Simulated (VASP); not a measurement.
# CuI (Marshite) (F-43m) in VASP: notebook, part 2 of 2

VASP 6.6.1.

## 5. Relaxation of cell and atoms, LDA, target pressure 10 GPa, at which the enthalpy is minimised

Input file INCAR:

```
SYSTEM = CuI
PREC = Accurate
ENCUT = 600
EDIFF = 1E-6
ISMEAR = 0
SIGMA = 0.01
LREAL = .FALSE.
LASPH = .TRUE.
NELM = 100
ALGO = Normal
ISIF = 3
LWAVE = .FALSE.
LCHARG = .FALSE.
GGA = CA
IBRION = 2
NSW = 100
EDIFFG = -0.002
PSTRESS = 100.0
```

Input file KPOINTS:

```
Automatic mesh
0
G
  6 6 6
  0 0 0
```

Input file POSCAR:

```
CuI
1.0
    2.9309887319      2.9309887319      0.0000000000
   -2.9309887319      2.9309887319      0.0000000000
    0.0000000000      2.9309887319      2.9309887319
Cu I
1 1
Direct
    0.7500000000      0.2500000000      0.5000000000
    0.0000000000      0.0000000000      0.0000000000
```

Potentials or basis: VASP PAW LDA potentials, release 64 (Cu, I).

Launch:

```console
> cat potpaw_LDA.64/Cu/POTCAR potpaw_LDA.64/I/POTCAR > POTCAR
> mpirun -np 1 vasp_std > vasp.out
```

OUTCAR:

```text
SYSTEM = CuI
   PREC = Accurate
   ENCUT = 600
   EDIFF = 1E-6
   ISMEAR = 0
   LREAL = .FALSE.
   LASPH = .TRUE.
   NELM = 100
   ISIF = 3
   GGA = CA
   IBRION = 2
   NSW = 100
   EDIFFG = -0.002
   PSTRESS = 100.0

 ion  position               nearest neighbor table
   1  0.750  0.250  0.500-   2 2.54   2 2.54   2 2.54   2 2.54
   2  0.000  0.000  0.000-   1 2.54   1 2.54   1 2.54   1 2.54

  LATTYP: Found a face centered cubic cell.
 ALAT       =     5.8619774638

  Lattice vectors:

 A1 = (   0.0000000000,   2.9309887319,   2.9309887319)
 A2 = (   2.9309887319,   0.0000000000,   2.9309887319)
 A3 = (   2.9309887319,   2.9309887319,   0.0000000000)

Analysis of symmetry for initial positions (statically):
=====================================================================
 Subroutine PRICEL returns:
 Original cell was already a primitive cell.
[... 176 lines left out ...]
      3       1.2108      2.00000
      4       1.2108      2.00000
      5       2.9616      2.00000
      6       2.9616      2.00000
      7       5.3436      2.00000
      8       5.3436      2.00000
      9       5.3436      2.00000
     10       6.6283      0.00000
     11      10.0930      0.00000
     12      10.0930      0.00000
     13      10.0930      0.00000
[... 427 lines left out ...]
--------------------------------------- Ionic step        6  -------------------------------------------

 number of electron      18.0000000 magnetization

 Free energy of the ion-electron system (eV)
  ---------------------------------------------------
  ext. energy  EPLUGINS =         0.00000000
  ---------------------------------------------------
  free energy    TOTEN  =        -6.82628297 eV

  energy without entropy =       -6.82628297  energy(sigma->0) =       -6.82628297

 E-fermi :   7.1042     XC(G=0): -10.3497

 val. band max:        7.0105494205   @ k =   0.0000   0.0000   0.0000
 cond. band min:       8.7196794591   @ k =   0.0000   0.0000   0.0000
 fundamental gap:      1.7091300387
 Fermi energy:         7.1042389341

 k-point     1 :       0.0000    0.0000    0.0000
  band No.  band energies     occupation
      1      -8.4196      2.00000
      2       2.1214      2.00000
      3       2.1214      2.00000
      4       2.1214      2.00000
      5       3.9258      2.00000
      6       3.9258      2.00000
      7       7.0105      2.00000
      8       7.0105      2.00000
      9       7.0105      2.00000
     10       8.7197      0.00000
     11      11.5705      0.00000
     12      11.5705      0.00000
     13      11.5705      0.00000
[... 271 lines left out ...]
  energy  without entropy=       -6.8262829663  energy(sigma->0) =       -6.82628297

  enthalpy is  TOTEN    =        -4.0542646755 eV   P V=        2.7720182908

 reached required accuracy - stopping structural energy minimisation
```

Run time: 39 s. Hardware: 1 thread of AMD EPYC 9R45 (Zen 5), shared host; peak memory 0.15 GiB.

What came out:

```yaml
Free_energy: -6.8263 eV
Relaxed_volume: 22.21 Å³/atom
Relaxed_cell: a = 3.975 Å, b = 3.975 Å, c = 3.975 Å, α = 60.00°, β = 60.00°, γ = 90.00°
Space_group_after_relaxing_to_0.05_Å: F-43m (No. 216)
Energy_change_on_relaxing_the_enthalpy_is_what_falls: +83.3 meV/atom
Ionic_steps: 6
Pressure_after_relaxing: 10.0 GPa
Band_gap_on_the_k_mesh: 1.71 eV, direct
```

Step by step:
```tsv
step	energy change (eV)	largest force (eV/Å)	pressure (GPa)	volume (Å³)
1	0.0000	0.0000	0.30	50.36
2	0.6068	0.0000	23.49	40.04
3	0.1625	0.0000	9.84	44.48
4	0.1695	0.0000	10.11	44.37
5	0.1639	0.0000	9.90	44.46
6	0.1666	0.0000	10.00	44.41
```

Final structure:
```yaml
crystal:
  lattice:
    - [2.81077, 2.81077, 0.00000]
    - [-2.81077, 2.81077, 0.00000]
    - [0.00000, 2.81077, 2.81077]
  atoms:
    - { symbol: Cu, position: [0.75000, 0.25000, 0.50000] }
    - { symbol: I, position: [0.00000, 0.00000, 0.00000] }
```

Caveat: the cell is relaxed towards a set pressure, so the enthalpy falls and the energy may rise; spin-orbit coupling is left out, which moves the levels of the heavy elements.

## 6. Relaxation of cell and atoms, LDA, target pressure 15 GPa, at which the enthalpy is minimised

Input file INCAR:

```
PREC = Accurate
ENCUT = 600
EDIFF = 1E-6
ISMEAR = 0
SIGMA = 0.01
LREAL = F
LASPH = T
NELM = 60
ALGO = Normal
ISIF = 3
LWAVE = F
LCHARG = F
IBRION = 2
NSW = 100
EDIFFG = -0.002
PSTRESS = 150.0
```

Input file KPOINTS:

```
regular mesh
0
Gamma
  6 6 6
```

POSCAR is that of step 5.

Potentials or basis: VASP PAW LDA potentials, release 64 (Cu, I).

Launch:

```console
> cat potpaw_LDA.64/Cu/POTCAR potpaw_LDA.64/I/POTCAR > POTCAR
> mpirun -np 1 vasp_std > vasp.out
```

OUTCAR:

```text
PREC = Accurate
   ENCUT = 600
   EDIFF = 1E-6
   ISMEAR = 0
   LREAL = F
   LASPH = T
   NELM = 60
   ISIF = 3
   IBRION = 2
   NSW = 100
   EDIFFG = -0.002
   PSTRESS = 150.0

 ion  position               nearest neighbor table
   1  0.750  0.250  0.500-   2 2.54   2 2.54   2 2.54   2 2.54
   2  0.000  0.000  0.000-   1 2.54   1 2.54   1 2.54   1 2.54

  LATTYP: Found a face centered cubic cell.
 ALAT       =     5.8619774638

  Lattice vectors:

 A1 = (   0.0000000000,   2.9309887319,   2.9309887319)
 A2 = (   2.9309887319,   0.0000000000,   2.9309887319)
 A3 = (   2.9309887319,   2.9309887319,   0.0000000000)

Analysis of symmetry for initial positions (statically):
=====================================================================
 Subroutine PRICEL returns:
 Original cell was already a primitive cell.

 Routine SETGRP: Setting up the symmetry group for a
 face centered cubic supercell.

 Subroutine GETGRP returns: Found 24 space group operations
 (whereof 24 operations were pure point group operations)
 out of a pool of 48 trial point group operations.

The static configuration has the point symmetry T_d .

Analysis of symmetry for dynamics (positions and initial velocities):
=====================================================================
 Subroutine PRICEL returns:
 Original cell was already a primitive cell.

 Routine SETGRP: Setting up the symmetry group for a
 face centered cubic supercell.

 Subroutine GETGRP returns: Found 24 space group operations
 (whereof 24 operations were pure point group operations)
 out of a pool of 48 trial point group operations.

The dynamic configuration has the point symmetry T_d .

 Subroutine INISYM returns: Found 24 space group operations
 (whereof 24 operations are pure point group operations),
 and found     1 'primitive' translations

----------------------------------------------------------------------------------------

                                     Primitive cell
[... 71 lines left out ...]
   NGXF,Y,Z  is equivalent  to a cutoff of  28.88, 28.88, 28.88 a.u.
 SYSTEM =  unknown system
   PREC   = accura    normal or accurate (medium, high low for compatibility)
   ISTART =      0    job   : 0-new  1-cont  2-samecut
   ICHARG =      2    charge: 1-file 2-atom 10-const
   ISPIN  =      1    spin polarized calculation?
   LNONCOLLINEAR =      F non collinear calculations
   LSORBIT =      F    spin-orbit coupling
   LASPH  =      T    aspherical Exc in radial PAW
   ENCUT  =  600.0 eV  44.10 Ry    6.64 a.u.   8.28  8.28  8.28*2*pi/ulx,y,z
   NELM   =     60;   NELMIN=  2; NELMDL= -5     # of ELM steps
   EDIFF  = 0.1E-05   stopping-criterion for ELM
   LREAL  =      F    real-space projection
   EDIFFG = -.2E-02   stopping-criterion for IOM
   NSW    =    100    number of steps for IOM
   IBRION =      2    ionic relax: 0-MD 1-quasi-New 2-CG
   NFREE  =      1    steps in history (QN), initial steepest desc. (CG)
   ISIF   =      3    stress and relaxation
   ISYM   =      2    0-nonsym 1-usesym 2-fastsym
   POTIM  = 0.5000    time-step for ionic-motion
   TEBEG  =    0.0;   TEEND  =   0.0 temperature during run
   PSTRESS=  150.0 pullay stress
   NELECT =      18.0000    total number of electrons
   NUPDOWN=      -1.0000    fix difference up-down
   EMIN   =  10.00;   EMAX   =-10.00  energy-range for DOS
   EFERMI =   0.00;   METHOD = LEGACY
   ISMEAR =     0;   SIGMA  =   0.01  broadening in eV -4-tet -1-fermi 0-gaus
   EFERMI_NEDOS =   21; number of points for ismear=-14 and -15
   IALGO  =     38    algorithm
   IMIX   =      4    mixing-type and parameters
     AMIX     =   0.40;   BMIX     =  1.00
     AMIX_MAG =   1.60;   BMIX_MAG =  1.00
  volume/ion in A,a.u.               =      25.18       169.92
  Fermi-wavevector in a.u.,A,eV,Ry     =   1.161827  2.195535 18.365720  1.349842
  Thomas-Fermi vector in A             =   2.298395
   LORBIT       =      0    0 simple, 1 ext, 2 COOP (PROOUT), +10 PAW based schemes
   GGA     = CA    functional components
   LHFCALC =     F    Hartree Fock is set to
   AEXX    =    0.0000 exact exchange contribution
   IVDW    =     0    specifies the selected vdW correction
   LEPSILON=     F    determine dielectric tensor
   LRPA    =     F    only Hartree local field effects (RPA)
 conjugate gradient relaxation of ions
 non-spin polarized calculation
 Gauss-broadening in eV      SIGMA  =   0.01
  energy-cutoff  :      600.00
  volume of cell :       50.36
 maximum number of plane-waves:      1694
 NGX is ok and might be reduce to    36
   NGX = 17   NGY = 17   NGZ = 17

--------------------------------------- Ionic step        1  -------------------------------------------

 number of electron      18.0000004 magnetization

 Free energy of the ion-electron system (eV)
  ---------------------------------------------------
  ext. energy  EPLUGINS =         0.00000000
  ---------------------------------------------------
  free energy    TOTEN  =        -6.99291509 eV

  energy without entropy =       -6.99291509  energy(sigma->0) =       -6.99291509

 E-fermi :   5.3883     XC(G=0):  -9.7646

 val. band max:        5.3436275305   @ k =   0.0000   0.0000   0.0000
 cond. band min:       6.6283286733   @ k =   0.0000   0.0000   0.0000
 fundamental gap:      1.2847011428
 Fermi energy:         5.3882539009
[... 782 lines left out ...]
--------------------------------------- Ionic step        8  -------------------------------------------

 number of electron      18.0000005 magnetization

 Free energy of the ion-electron system (eV)
  ---------------------------------------------------
  ext. energy  EPLUGINS =         0.00000000
  ---------------------------------------------------
  free energy    TOTEN  =        -6.67741047 eV

  energy without entropy =       -6.67741047  energy(sigma->0) =       -6.67741047

 E-fermi :   7.7521     XC(G=0): -10.5606

 val. band max:        7.6566111656   @ k =   0.0000   0.0000   0.0000
 cond. band min:       9.5303851829   @ k =   0.0000   0.0000   0.0000
 fundamental gap:      1.8737740173
 Fermi energy:         7.7520995416
[... 287 lines left out ...]
  energy  without entropy=       -6.6774104716  energy(sigma->0) =       -6.67741047

  enthalpy is  TOTEN    =        -2.6991490789 eV   P V=        3.9782613927

 reached required accuracy - stopping structural energy minimisation
```

Run time: 51 s. Hardware: 1 thread of AMD EPYC 9R45 (Zen 5), shared host; peak memory 0.16 GiB.

Results:

| Property | Result |
| --- | --- |
| Free energy | -6.6774 eV |
| Relaxed volume | 21.25 Å³/atom |
| Relaxed cell | a = 3.917 Å, b = 3.917 Å, c = 3.917 Å, α = 60.00°, β = 60.00°, γ = 90.00° |
| Space group after relaxing (to 0.05 Å) | F-43m (No. 216) |
| Energy change on relaxing (the enthalpy is what falls) | +157.8 meV/atom |
| Ionic steps | 8 |
| Pressure after relaxing | 15.0 GPa |
| Band gap on the k mesh | 1.87 eV, direct |

Step by step:
| step | energy change (eV) | largest force (eV/Å) | pressure (GPa) | volume (Å³) |
| --- | --- | --- | --- | --- |
| 1 | 0.0000 | 0.0000 | 0.30 | 50.36 |
| 2 | 1.6417 | 0.0000 | 49.65 | 35.33 |
| 3 | 0.2905 | 0.0000 | 14.31 | 42.77 |
| 4 | 0.3073 | 0.0000 | 14.75 | 42.58 |
| 5 | 0.3211 | 0.0000 | 15.20 | 42.43 |
| 6 | 0.3077 | 0.0000 | 14.81 | 42.58 |
| 7 | 0.3143 | 0.0000 | 14.96 | 42.51 |
| 8 | 0.3155 | 0.0000 | 15.01 | 42.49 |

Final structure:
```
CELL_PARAMETERS angstrom
2.76967 2.76967 0.00000
-2.76967 2.76967 0.00000
0.00000 2.76967 2.76967
ATOMIC_POSITIONS crystal
Cu 0.75000 0.25000 0.50000
I 0.00000 0.00000 0.00000
```

Caveat: the cell is relaxed towards a set pressure, so the enthalpy falls and the energy may rise; the volume moved by over 15 % at a fixed basis, so the end points are rough; spin-orbit coupling is left out, which moves the levels of the heavy elements. Zero-point motion and thermal expansion aren't in these numbers.

## 7. Summary

| cell | gap on the mesh (eV) | pressure (GPa) |
| --- | --- | --- |
| relaxed to 2 GPa | 1.38 | 2.0 |
| relaxed to 4 GPa | 1.47 | 4.0 |
| relaxed to 7 GPa | 1.59 | 7.0 |
| relaxed to 10 GPa | 1.71 | 10.0 |
| relaxed to 15 GPa | 1.87 | 15.0 |

Alike in all rows: task relaxation of cell and atoms; level LDA; potentials or basis VASP PAW LDA potentials, release 64 (Cu, I); no spin polarisation; k mesh 6 × 6 × 6; cutoff (eV) 600; smearing gaussian 0.01 eV.

Caveats: the cell is relaxed towards a set pressure, so the enthalpy falls and the energy may rise; spin-orbit coupling is left out, which moves the levels of the heavy elements; the volume moved by over 15 % at a fixed basis, so the end points are rough (some runs).

Total energies depend on the potentials used, so only differences within one code and one set of settings carry meaning.
